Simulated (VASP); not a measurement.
Input of a VASP 6.6.1 run:

File INCAR:

```
SYSTEM = Pt
  PREC = Accurate
  ENCUT = 520
  EDIFF = 1E-6
  ISMEAR = -1
  SIGMA = 0.05
  LREAL = .False.
  LASPH = .True.
  NELM = 60
  ALGO = Normal
  ISIF = 2
  LWAVE = .False.
  LCHARG = .False.
  GGA = PE
  NBANDS = 11
```

Contents of KPOINTS:

```
regular mesh
0
Gamma
  16 16 16
  0 0 0
```

File POSCAR:

```
Pt
1.0
    2.6243521135      0.0000000000      0.0000000000
    0.0000000000      2.6243521135      0.0000000000
    0.0000000000      0.0000000000      2.6243521135
Pt
1
Direct
    0.0000000000      0.0000000000      0.0000000000
```

Potentials or basis: VASP PAW PBE potentials, release 64 (Pt).

The run is started by

```bash
$ cat potpaw_PBE.64/Pt/POTCAR > POTCAR
$ mpirun -np 1 vasp_std > vasp.out
```

(1) Estimate the band gap on the k mesh.

(2) Predict the pressure.

Answers

(1) zero (band 5 reaches 10.21 eV, above the bottom of band 6 at 7.13 eV).

(2) -0.5 GPa.

Caveat: spin-orbit coupling is left out, which moves the levels of the heavy elements.
